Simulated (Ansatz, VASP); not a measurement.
**W: VASP beside Ansatz**

Contents of POSCAR:

```
W
1.0
   -1.3966122886      1.3966122886      2.1247418573
    1.3966122886     -1.3966122886      2.1247418573
    1.3966122886      1.3966122886     -2.1247418573
W
1
Direct
    0.0000000000      0.0000000000      0.0000000000
```

The input INCAR.step1:

```
SYSTEM = W
  PREC = Accurate
  ENCUT = 600
  ISMEAR = 0
  SIGMA = 0.1
  LREAL = .False.
  LASPH = .True.
  NELM = 80
  GGA = PE
  ALGO = Normal
  EDIFF = 1E-4
  LWAVE = .True.
  LCHARG = .False.
```

Contents of INCAR.step2:

```
SYSTEM = W
  PREC = Accurate
  ENCUT = 600
  EDIFF = 1E-6
  ISMEAR = 0
  SIGMA = 0.1
  LREAL = .False.
  LASPH = .True.
  NELM = 80
  ALGO = Normal
  ISIF = 3
  LWAVE = .False.
  LCHARG = .False.
  METAGGA = R2SCAN
  LMIXTAU = .True.
  IBRION = 2
  NSW = 90
  EDIFFG = -0.04
  ISTART = 1
```

File KPOINTS:

```
regular mesh
0
Gamma
  8 8 8
  0 0 0
```

Input for Ansatz:

```yaml
crystal:
  lattice:
    - [-1.3966122886, 1.3966122886, 2.1247418573]
    - [1.3966122886, -1.3966122886, 2.1247418573]
    - [1.3966122886, 1.3966122886, -2.1247418573]
  atoms:
    - { symbol: W, position: [0.0, 0.0, 0.0] }
basis:
  ecutwfc: 500
kpoints:
  mp_grid: { grid: [8, 8, 8] }
hamiltonian:
  xc: r2scan
scf:
  occupations: { method: gaussian, width: 0.1 }
  lower_state_search: "off"
output:
  forces: true
  stress: true
  eigenvalues: true
relax:
  adjacent_minimum: "off"
  f_tol: 0.04
  max_steps: 70
  cell: { stress_tol: 0.4 }
```

Alike in both runs: task relaxation of cell and atoms; functional r2SCAN; k mesh 8 × 8 × 8; occupations gaussian, width 0.1 eV; no spin polarisation.

|  | VASP | Ansatz |
| --- | --- | --- |
| version | VASP 6.6.1 | Ansatz 0.2.0 |
| potentials or method | VASP PAW PBE potentials, release 64 (W_sv), cutoff 600 eV | scalar-relativistic, plane waves, PAW |
| valence electrons in the cell | 14 | 14 |

VASP gave:

- gap on the k mesh at the Fermi level, each at its own relaxed structure (eV): none
- relaxed volume (Å³/atom): 16.29
- relaxed cell length with the largest relative difference (Å): 2.942

**Question.** Estimate Ansatz's values.

**Answer.** gap on the k mesh at the Fermi level, each at its own relaxed structure (eV): none; relaxed volume (Å³/atom): 16.23; relaxed cell length with the largest relative difference (Å): 2.940.

VASP's potentials were made for PBE, not for r2SCAN. A gap of «none» marks a metal or a gap that the smearing closes.

The k mesh is coarse, so the values compare programs but aren't converged. Neither program's run includes spin-orbit coupling.
